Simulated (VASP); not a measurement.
# Sc (P6_3/mmc) in VASP: further runs, part 2 of 2

VASP 6.6.1. Earlier steps stand in the parts before.

## 4. Electric field gradients, PBE (volume scaled by 1.06)

File INCAR:

```
SYSTEM = Sc
PREC     = Accurate       ! precision mode
ENCUT    = 520            ! plane-wave cutoff, eV
EDIFF    = 1E-8           ! SCF threshold, eV
ISMEAR   = -1             ! smearing method
SIGMA    = 0.05           ! smearing width, eV
LREAL    = .False.        ! projectors in reciprocal space
LASPH    = .True.         ! aspherical terms in the spheres
NELM     = 60             ! most SCF steps
ALGO     = Normal         ! electronic algorithm
ISIF     = 2              ! what is computed and relaxed
LWAVE    = .False.        ! write WAVECAR
LCHARG   = .False.        ! write CHGCAR
GGA      = PE             ! functional
LEFG     = .True.       
NBANDS   = 18             ! bands
```

File KPOINTS:

```
regular mesh
0
Gamma
  15 15 8
  0 0 0
```

File POSCAR:

```
Sc
1.0
    3.3844744701      0.0000000000      0.0000000000
   -1.6922372351      2.9310408696      0.0000000000
    0.0000000000      0.0000000000      5.2692094551
Sc
2
Direct
    0.3333333333      0.6666666667      0.2500000000
    0.6666666667      0.3333333333      0.7500000000
```

Potentials or basis: VASP PAW PBE potentials, release 64 (Sc_sv).

Launch:

```sh
$ cat potpaw_PBE.64/Sc_sv/POTCAR > POTCAR
$ mpirun -np 1 vasp_std > vasp.out
```

OUTCAR:

```text
SYSTEM = Sc
   PREC = Accurate
   ENCUT = 520
   EDIFF = 1E-8
   ISMEAR = -1
   LREAL = .False.
   LASPH = .True.
   NELM = 60
   ISIF = 2
   GGA = PE

 ion  position               nearest neighbor table
   1  0.333  0.667  0.250-   2 3.28   2 3.28   2 3.28   2 3.28   2 3.28   2 3.28
   2  0.667  0.333  0.750-   1 3.28   1 3.28   1 3.28   1 3.28   1 3.28   1 3.28

  LATTYP: Found a hexagonal cell.
 ALAT       =     3.3844744701
 C/A-ratio  =     1.5568767032

  Lattice vectors:

 A1 = (   3.3844744701,   0.0000000000,   0.0000000000)
 A2 = (  -1.6922372351,   2.9310408696,   0.0000000000)
[... 719 lines left out ...]
  free  energy   TOTEN  =       -12.4886821374 eV

  energy  without entropy=      -12.4522902088  energy(sigma->0) =      -12.47048617

 Electric field gradients (V/A^2)
---------------------------------------------------------------------
 ion       V_xx      V_yy      V_zz      V_xy      V_xz      V_yz
---------------------------------------------------------------------
   1      -5.816    -5.816    11.632     0.001    -0.000     0.000
   2      -5.816    -5.816    11.632     0.001     0.000    -0.000
---------------------------------------------------------------------

 Electric field gradients after diagonalization (V/A^2)
 (convention: |V_zz| > |V_xx| > |V_yy|)
----------------------------------------------------------------------
 ion       V_xx      V_yy      V_zz     asymmetry (V_yy - V_xx)/ V_zz
----------------------------------------------------------------------
   1      -5.817    -5.815    11.632       0.000
   2      -5.817    -5.815    11.632       0.000
----------------------------------------------------------------------

           NMR quadrupolar parameters

 Cq : quadrupolar parameter    Cq=e*Q*V_zz/h
 eta: asymmetry parameters     (V_yy - V_xx)/ V_zz
 Q  : nuclear electric quadrupole moment in mb (millibarn)
----------------------------------------------------------------------
 ion       Cq(MHz)       eta       Q (mb)
----------------------------------------------------------------------
   1       0.028       0.000       1.000
   2       0.028       0.000       1.000
----------------------------------------------------------------------
```

OSZICAR:

```text
N       E                     dE             d eps       ncg     rms          rms(c)
DAV:   1     0.360395093497E+03    0.36040E+03   -0.10928E+04  4868   0.128E+03
DAV:   2     0.600826836750E+01   -0.35439E+03   -0.34768E+03  5972   0.540E+02
DAV:   3    -0.135169524481E+02   -0.19525E+02   -0.18761E+02  7916   0.153E+02
DAV:   4    -0.139812362029E+02   -0.46428E+00   -0.45654E+00  7450   0.206E+01
DAV:   5    -0.139880280429E+02   -0.67918E-02   -0.67848E-02  8188   0.250E+00    0.727E+00
DAV:   6    -0.126586319173E+02    0.13294E+01   -0.31327E+00  6402   0.190E+01    0.214E+00
DAV:   7    -0.125008127220E+02    0.15782E+00   -0.74503E-01  6584   0.837E+00    0.915E-01
DAV:   8    -0.124909341357E+02    0.98786E-02   -0.40365E-02  6434   0.251E+00    0.286E-01
DAV:   9    -0.124886620669E+02    0.22721E-02   -0.12596E-02  6638   0.113E+00    0.228E-02
DAV:  10    -0.124886859702E+02   -0.23903E-04   -0.16170E-04  7556   0.168E-01    0.931E-03
DAV:  11    -0.124886800162E+02    0.59541E-05   -0.49256E-06  7818   0.233E-02    0.235E-03
DAV:  12    -0.124886823991E+02   -0.23830E-05   -0.66251E-07  8018   0.685E-03    0.924E-04
DAV:  13    -0.124886820858E+02    0.31330E-06   -0.25240E-08  5060   0.150E-03    0.753E-05
DAV:  14    -0.124886821016E+02   -0.15782E-07   -0.21210E-09  3706   0.101E-03    0.407E-05
DAV:  15    -0.124886821255E+02   -0.23843E-07   -0.83753E-10  3364   0.512E-04    0.308E-05
DAV:  16    -0.124886821378E+02   -0.12363E-07   -0.43917E-10  3190   0.486E-04    0.150E-05
DAV:  17    -0.124886821374E+02    0.37335E-09   -0.19932E-10  3140   0.267E-04
   1 F= -.12488682E+02 E0= -.12470486E+02  d E =-.363919E-01
```

stdout:

```text
POSCAR found type information on POSCAR Sc
 POSCAR found :  1 types and       2 ions
 scaLAPACK will be used
 LDA part: xc-table for (Slater+PW92), standard interpolation
 POSCAR, INCAR and KPOINTS ok, starting setup
 FFT: planning ... GRIDC
 FFT: planning ... GRID_SOFT
 FFT: planning ... GRID
 WAVECAR not read
 entering main loop
ion   1

ion   2
```

Run time: 2.5 min. Hardware: 1 thread of Intel Xeon 6975P-C, shared host; peak memory 0.25 GiB.

What came out:

```
Free energy            : -12.4887 eV
Pressure               : -2.9 GPa
Band gap on the k mesh : zero (band 11 reaches 4.28 eV, above the bottom of band 12 at 2.90 eV)
```

Stress tensor (GPa, compression positive):
```
-2.89  0.00  0.00
 0.00 -2.89  0.00
 0.00  0.00 -2.77
```

Electric field gradients, principal values (V/Å²):
```
atom   least  middle  greatest (by size)
1 Sc  -5.815  -5.817              11.632
2 Sc  -5.815  -5.817              11.632
```

Caveat: without QUAD_EFG the Cq values of the log hold for a quadrupole moment of 1 mb, not for the nuclei.

## 5. Density of states, PBE

File POSCAR:

```
Sc
1.0
    3.3193722124      0.0000000000      0.0000000000
   -1.6596861062      2.8746606605      0.0000000000
    0.0000000000      0.0000000000      5.1678532666
Sc
2
Direct
    0.3333333333      0.6666666667      0.2500000000
    0.6666666667      0.3333333333      0.7500000000
```

File INCAR.step1:

```
SYSTEM = Sc
PREC = Accurate
ENCUT = 520
EDIFF = 1E-6
ISMEAR = -1
SIGMA = 0.05
LREAL = .False.
LASPH = .True.
NELM = 80
ALGO = Normal
ISIF = 2
LWAVE = .False.
LCHARG = .True.
LMAXMIX = 4
GGA = PE
NBANDS = 18
```

File KPOINTS.step1:

```
regular mesh
0
Gamma
  15 15 8
  0 0 0
```

File INCAR.step2:

```
SYSTEM = Sc
PREC = Accurate
ENCUT = 520
EDIFF = 1E-6
ISMEAR = -5
SIGMA = 0.05
LREAL = .False.
LASPH = .True.
NELM = 80
ALGO = Normal
ISIF = 2
LWAVE = .False.
LCHARG = .False.
LMAXMIX = 4
GGA = PE
LORBIT = 10
NBANDS = 18
NEDOS = 2001
ICHARG = 11
```

File KPOINTS.step2:

```
regular mesh
0
Gamma
  23 23 12
  0 0 0
```

Launch:

```sh
$ cat potpaw_PBE.64/Sc_sv/POTCAR > POTCAR
$ cp INCAR.step1 INCAR
$ cp KPOINTS.step1 KPOINTS
$ mpirun -np 1 vasp_std > vasp.out
$ cp INCAR.step2 INCAR
$ cp KPOINTS.step2 KPOINTS
$ mpirun -np 1 vasp_std > vasp.out
```

Wall time 5.2 min (1 thread of Intel Xeon 6975P-C, shared host); peak memory 0.4 GiB.

It converged, with:

* Valence electrons inside the program's atomic spheres: Sc 9.38

Levels at points of the mesh, in eV from the Fermi level:
| k point | band 9 | band 10 | band 11 | band 12 | band 13 | band 14 |
| --- | --- | --- | --- | --- | --- | --- |
| (0.00, 0.00, 0.00) | -5.13 | -1.64 | 0.61 | 1.59 | 1.59 | 1.85 |
| (0.00, 0.00, 0.50) | -3.59 | -3.59 | 0.97 | 0.97 | 1.50 | 1.50 |

Caveat: tetrahedron occupations give inexact forces and stress in metals.

## 6. Summary

| task | cell | k mesh for the DOS | occupations for the DOS | gap on the mesh (eV) | pressure (GPa) |
| --- | --- | --- | --- | --- | --- |
| electric field gradients | a = 3.319, b = 3.319, c = 5.168 Å, angles 90.0, 90.0, 120.0°, 2 atoms | - | - | none | 0.0 |
| electric field gradients | a = 3.341, b = 3.341, c = 5.202 Å, angles 90.0, 90.0, 120.0°, 2 atoms | - | - | none | -1.0 |
| electric field gradients | a = 3.384, b = 3.384, c = 5.269 Å, angles 90.0, 90.0, 120.0°, 2 atoms | - | - | none | -2.9 |
| density of states | a = 3.319, b = 3.319, c = 5.168 Å, angles 90.0, 90.0, 120.0°, 2 atoms | 23 × 23 × 12 | tetrahedron | - | - |

Alike in all rows: level PBE; potentials or basis VASP PAW PBE potentials, release 64 (Sc_sv); no spin polarisation; k mesh 15 × 15 × 8; cutoff (eV) 520; smearing fermi-dirac 0.05 eV.

Caveats: tetrahedron occupations give inexact forces and stress in metals (some runs).

Absolute energies hang on the potentials; compare differences alone.
